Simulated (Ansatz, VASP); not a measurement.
# SnSe in VASP and in Ansatz

```
Sn Se
1.0
     3.98015    0.00000    0.00000
    -1.99007    3.44691    0.00000
     0.00000    0.00000    7.54936
Sn Se
2 2
Cartesian
  0.0000 0.0000 0.0000
  0.0000 0.0000 3.7747
  0.0000 2.2979 1.8873
  1.9901 1.1490 5.6620
```

Alike in both runs: task single point; functional PBE; k mesh 10 × 10 × 6; occupations fermi-dirac, width 0.05 eV; no spin polarisation.

```csv
,VASP,Ansatz
version,VASP 6.6.1,Ansatz 0.2.0
potentials or method,"VASP PAW PBE potentials, release 64 (Sn_d, Se), cutoff 520 eV","all-electron LAPW, scalar-relativistic"
```

```csv
,VASP,Ansatz,Ansatz less VASP
pressure (GPa),4.1,4.1,0.00
```

Ansatz ran all-electron here, and VASP with PAW potentials.
